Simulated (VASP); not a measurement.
Input of a VASP 6.6.1 run:

The input INCAR:

```
PREC = Accurate ; ENCUT = 600
EDIFF = 1E-6 ; ISMEAR = 0
SIGMA = 0.01 ; LREAL = False
LASPH = True ; NELM = 120
ALGO = Normal ; ISIF = 2
LWAVE = False ; LCHARG = False
GGA = PS ; NBANDS = 15
GGA_COMPAT = False
```

File KPOINTS:

```
regular mesh
0
Gamma
  8 8 8
```

Contents of POSCAR:

```
BaO
1.0
    0.0000000000      2.7500000000      2.7500000000
    2.7500000000      0.0000000000      2.7500000000
    2.7500000000      2.7500000000      0.0000000000
Ba O
1 1
Direct
    0.0000000000      0.0000000000      0.0000000000
    0.5000000000      0.5000000000      0.5000000000
```

Potentials or basis: VASP PAW PBE potentials, release 64 (Ba_sv, O).

Launch:

```bash
$ cat potpaw_PBE.64/Ba_sv/POTCAR potpaw_PBE.64/O/POTCAR > POTCAR
$ mpirun -np 1 vasp_std > vasp.out
```

(1) What does it give for the band gap on the k mesh?

(2) Predict the pressure.

Answers

(1) 1.79 eV, direct.

(2) 1.4 GPa.

Caveat: the PAW data sets were made with another functional, which shifts forces and pressure a little; spin-orbit coupling is left out, which moves the levels of the heavy elements.
